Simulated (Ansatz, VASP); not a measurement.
**SiO2: VASP beside Ansatz**

File INCAR:

```
PREC = Accurate ; ENCUT = 520
EDIFF = 1E-7 ; ISMEAR = 0
SIGMA = 0.05 ; LREAL = F
LASPH = T ; NELM = 80
ALGO = Normal ; ISIF = 2
LWAVE = F ; LCHARG = T
GGA = PE ; LELF = T
LVHAR = T ; NBANDS = 34
```

File KPOINTS:

```
regular mesh
0
Gamma
  6 6 4
```

POSCAR

```
SiO2
1.0
    5.0287972619      0.0000000000      0.0000000000
   -2.5143986310      4.3550661793      0.0000000000
    0.0000000000      0.0000000000      5.4174953921
Si O
3 6
Direct
    0.0000000000      0.5000000000      0.3333333333
    0.5000000000      0.5000000000      0.6666666667
    0.5000000000      0.0000000000      0.0000000000
    0.5839605948      0.7919802974      0.8333333333
    0.7919802974      0.5839605948      0.5000000000
    0.7919802974      0.2080197026      0.1666666667
    0.4160394052      0.2080197026      0.8333333333
    0.2080197026      0.4160394052      0.5000000000
    0.2080197026      0.7919802974      0.1666666667
```

Input for Ansatz:

```yaml
crystal:
  lattice:
    - [5.0287972619, 0.0, 0.0]
    - [-2.514398631, 4.3550661793, 0.0]
    - [0.0, 0.0, 5.4174953921]
  atoms:
    - { symbol: Si, position: [0.0, 0.5, 0.3333333333] }
    - { symbol: Si, position: [0.5, 0.5, 0.6666666667] }
    - { symbol: Si, position: [0.5, 0.0, 0.0] }
    - { symbol: O, position: [0.5839605948, 0.7919802974, 0.8333333333] }
    - { symbol: O, position: [0.7919802974, 0.5839605948, 0.5] }
    - { symbol: O, position: [0.7919802974, 0.2080197026, 0.1666666667] }
    - { symbol: O, position: [0.4160394052, 0.2080197026, 0.8333333333] }
    - { symbol: O, position: [0.2080197026, 0.4160394052, 0.5] }
    - { symbol: O, position: [0.2080197026, 0.7919802974, 0.1666666667] }
basis:
  ecutwfc: 420
kpoints:
  mp_grid: { grid: [6, 6, 4] }
hamiltonian:
  xc: pbe
scf:
  occupations: { method: gaussian, width: 0.05 }
output:
  forces: true
  stress: true
  eigenvalues: true
```

Change from the starting cell: strain -0.015 along x and y, -0.030 along z, atoms carried along.

Alike in both runs: task single point; functional PBE; k mesh 6 × 6 × 4; occupations gaussian, width 0.05 eV; no spin polarisation.

|  | VASP | Ansatz |
| --- | --- | --- |
| version | VASP 6.6.1 | Ansatz 0.2.0 |
| potentials or method | VASP PAW PBE potentials, release 64 (Si, O), cutoff 520 eV | scalar-relativistic, plane waves, PAW |
| valence electrons in the cell | 48 | 48 |

```tsv
	VASP	Ansatz	Ansatz less VASP
gap on the k mesh at the Fermi level (eV)	5.90	5.90	+0.002
least direct gap on the mesh (eV)	6.14	6.14	-0.003
pressure (GPa)	12.0	11.9	-0.15
traceless stress, the component that is largest in VASP (GPa)	0.65	0.61	-0.037
rms of the force components (eV/Å)	0.216	0.222	+0.0062
```

Atom by atom the forces differ by 0.006 eV/Å (rms over components). The functional is the same, so the differences come from potentials, cutoffs and numerics.
